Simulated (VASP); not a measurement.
Set up this calculation in VASP 6.6.1, as the native input.

* Task: single point
* Functional: r2SCAN
* Potentials or basis: VASP PAW PBE potentials, release 64 (Sn_d, O)
* Cutoff: 520 eV
* k mesh: 6 × 6 × 8
* Occupations: gaussian, width 0.02 eV
* Spin: no spin polarisation
* Dipole correction: no
* Further INCAR settings: ALGO = Normal; EDIFF = 1e-06; NBANDS = 35

SnO2:

```
Sn O
1.0
     4.75917    0.00000    0.00000
     0.00000    4.75917    0.00000
     0.00000    0.00000    3.20131
Sn O
2 4
Direct
  0.50000 0.50000 0.50000
  0.00000 0.00000 0.00000
  0.19406 0.80594 0.50000
  0.80594 0.19406 0.50000
  0.30594 0.30594 0.00000
  0.69406 0.69406 0.00000
```

The input as run:

POSCAR

```
SnO2
1.0
    4.7591680240      0.0000000000      0.0000000000
    0.0000000000      4.7591680240      0.0000000000
    0.0000000000      0.0000000000      3.2013099545
Sn O
2 4
Direct
    0.5000000000      0.5000000000      0.5000000000
    0.0000000000      0.0000000000      0.0000000000
    0.1940608685      0.8059391315      0.5000000000
    0.8059391315      0.1940608685      0.5000000000
    0.3059391315      0.3059391315      0.0000000000
    0.6940608685      0.6940608685      0.0000000000
```

INCAR.step1

```
SYSTEM = SnO2
ALGO = Normal
EDIFF = 1E-4
ENCUT = 520
GGA = PE
ISMEAR = 0
LASPH = .True.
LCHARG = .False.
LREAL = .False.
LWAVE = .True.
NBANDS = 35
NELM = 100
PREC = Accurate
SIGMA = 0.02
```

INCAR.step2

```
SYSTEM = SnO2
ALGO = Normal
EDIFF = 1E-6
ENCUT = 520
ISIF = 2
ISMEAR = 0
ISTART = 1
LASPH = .True.
LCHARG = .False.
LMIXTAU = .True.
LREAL = .False.
LWAVE = .False.
METAGGA = R2SCAN
NBANDS = 35
NELM = 100
PREC = Accurate
SIGMA = 0.02
```

KPOINTS

```
k-points
0
Gamma
  6 6 8
  0 0 0
```

Potentials or basis: VASP PAW PBE potentials, release 64 (Sn_d, O).

Run with:

```console
$ cat potpaw_PBE.64/Sn_d/POTCAR potpaw_PBE.64/O/POTCAR > POTCAR
$ cp INCAR.step1 INCAR
$ mpirun -np 1 vasp_std > vasp.out
$ cp INCAR.step2 INCAR
$ mpirun -np 1 vasp_std > vasp.out
```

It gave:

- Pressure: 1.1 GPa
- Largest force: 0.032 eV/Å
- Band gap on the k mesh: 1.80 eV

Caveat: the PAW data sets were made with another functional, which shifts forces and pressure a little; spin-orbit coupling is left out, which moves the levels of the heavy elements.

Wall time 3.9 min on 1 thread of AMD EPYC 9R45 96-Core Processor (Zen 5) (shared host), peak memory 0.21 GiB.
